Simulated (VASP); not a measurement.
Write the native input for VASP 6.6.1 that does the following.

```yaml
Task: single point
Functional: PBE
Potentials_or_basis: VASP PAW PBE potentials, release 64 (W_sv)
Cutoff: 520 eV
k_mesh: 13 × 13 × 13
Occupations: fermi-dirac, width 0.15 eV
Spin: no spin polarisation
Dipole_correction: no
Further_INCAR_settings: ALGO = Normal; EDIFF = 1e-06; NBANDS = 13
```

The structure of W lies in POSCAR:

```
W
1.0
   -1.5681528005      1.5681528005      1.5681528005
    1.5681528005     -1.5681528005      1.5681528005
    1.5681528005      1.5681528005     -1.5681528005
W
1
Direct
    0.0000000000      0.0000000000      0.0000000000
```

The input as run:

INCAR

```
SYSTEM = W
PREC     = Accurate       ! precision mode
ENCUT    = 520            ! plane-wave cutoff, eV
EDIFF    = 1E-6           ! SCF threshold, eV
ISMEAR   = -1             ! smearing method
SIGMA    = 0.15           ! smearing width, eV
LREAL    = .False.        ! projectors in reciprocal space
LASPH    = .True.         ! aspherical terms in the spheres
NELM     = 100            ! most SCF steps
ALGO     = Normal         ! electronic algorithm
ISIF     = 2              ! what is computed and relaxed
LWAVE    = .False.        ! write WAVECAR
LCHARG   = .False.        ! write CHGCAR
GGA      = PE             ! functional
NBANDS   = 13             ! bands
```

KPOINTS

```
regular mesh
0
Gamma
  13 13 13
  0 0 0
```

Potentials or basis: VASP PAW PBE potentials, release 64 (W_sv).

The run is started by

```console
$ cat potpaw_PBE.64/W_sv/POTCAR > POTCAR
$ mpirun -np 1 vasp_std > vasp.out
```

Results of the run:

* Pressure: 15.6 GPa
* Band gap on the k mesh: zero (band 7 reaches 16.52 eV, above the bottom of band 8 at 10.57 eV)

Caveat: spin-orbit coupling is left out, which moves the levels of the heavy elements.

Wall time 7.4 s on 1 thread of AMD EPYC 9R14 (Zen 4), on a shared host, peak memory 0.1 GiB.
